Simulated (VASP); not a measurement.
Input of a VASP 6.6.1 run:

The input INCAR:

```
  PREC = Accurate
  ENCUT = 600
  EDIFF = 1E-6
  ISMEAR = -1
  SIGMA = 0.05
  LREAL = F
  LASPH = T
  NELM = 60
  ALGO = Normal
  ISIF = 3
  LWAVE = F
  LCHARG = F
  GGA = PS
  IBRION = 2
  NSW = 80
  EDIFFG = -0.01
```

File KPOINTS:

```
regular mesh
0
Gamma
  10 10 10
```

The input POSCAR:

```
GaN
1.0
    0.0000000000      2.2535006075      2.2535006075
    2.2535006075      0.0000000000      2.2535006075
    2.2535006075      2.2535006075      0.0000000000
Ga N
1 1
Direct
    0.0000000000      0.0000000000      0.0000000000
    0.2500000000      0.2500000000      0.2500000000
```

Potentials or basis: VASP PAW PBE potentials, release 64 (Ga_d, N).

Command:

```sh
$ cat potpaw_PBE.64/Ga_d/POTCAR potpaw_PBE.64/N/POTCAR > POTCAR
$ mpirun -np 1 vasp_std > vasp.out
```

What does it give for the band gap on the k mesh?

1.74 eV, direct.

What does it give for the space group after relaxing (to 0.05 Å)?

F-43m (No. 216).

Final structure:
```
Ga N
1.0
     0.00000    2.24709    2.24709
     2.24709    0.00000    2.24709
     2.24709    2.24709    0.00000
Ga N
1 1
Direct
  0.00000 0.00000 0.00000
  0.25000 0.25000 0.25000
```

 PBEsol gaps usually lie below the measured ones, often by a third to a half.
